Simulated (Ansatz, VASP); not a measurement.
Two plane-wave programs on CaVAgO4

```
Ca V Ag O
1.0
     7.03255    0.00000    0.00000
     0.00000    5.86684    0.00000
     0.00000    0.00000    9.38560
Ca V Ag O
4 4 4 16
Direct
  0.99820 0.25000 0.73270
  0.50180 0.75000 0.23270
  0.49820 0.25000 0.76730
  0.00180 0.75000 0.26730
  0.24132 0.25000 0.39645
  0.25868 0.75000 0.89645
  0.74132 0.25000 0.10355
  0.75868 0.75000 0.60355
  0.21285 0.25000 0.06295
  0.28715 0.75000 0.56295
  0.71285 0.25000 0.43705
  0.78715 0.75000 0.93705
  0.52835 0.25000 0.01796
  0.97165 0.75000 0.51796
  0.02835 0.25000 0.48204
  0.47165 0.75000 0.98204
  0.24210 0.50750 0.78938
  0.25790 0.49250 0.28938
  0.74210 0.99250 0.71062
  0.75790 0.00750 0.21062
  0.75790 0.49250 0.21062
  0.74210 0.50750 0.71062
  0.25790 0.00750 0.28938
  0.24210 0.99250 0.78938
  0.41748 0.25000 0.52276
  0.08252 0.75000 0.02276
  0.91748 0.25000 0.97724
  0.58252 0.75000 0.47724
```

Alike in both runs: functional PBE; k mesh 3 × 4 × 3; occupations fermi-dirac, width 0.02 eV; no spin polarisation.

Ansatz relaxed the structure, and its values are those at the end. VASP's run is a single point on that final structure, the one shown.

|  | VASP | Ansatz |
| --- | --- | --- |
| version | VASP 6.6.1 | Ansatz 0.2.0 |
| potentials or method | VASP PAW PBE potentials, release 64 (Ca_sv, V_sv, Ag, O) | plane-wave PAW, scalar-relativistic |
| plane-wave cutoff (eV) | 520 | 420 |
| valence electrons in the cell | 232 | 264 |

```csv
,VASP,Ansatz,Ansatz less VASP
gap on the k mesh at the Fermi level (eV),2.15,2.16,+0.011
pressure (GPa),3.3,2.7,-0.58
rms of the force components (eV/Å),0.057,0.006,-0.0512
```

VASP's potentials hold 232 valence electrons a cell and Ansatz's 264, so a difference there can come from the potentials and not from the codes. Ansatz's warnings: stress scf threshold loose.
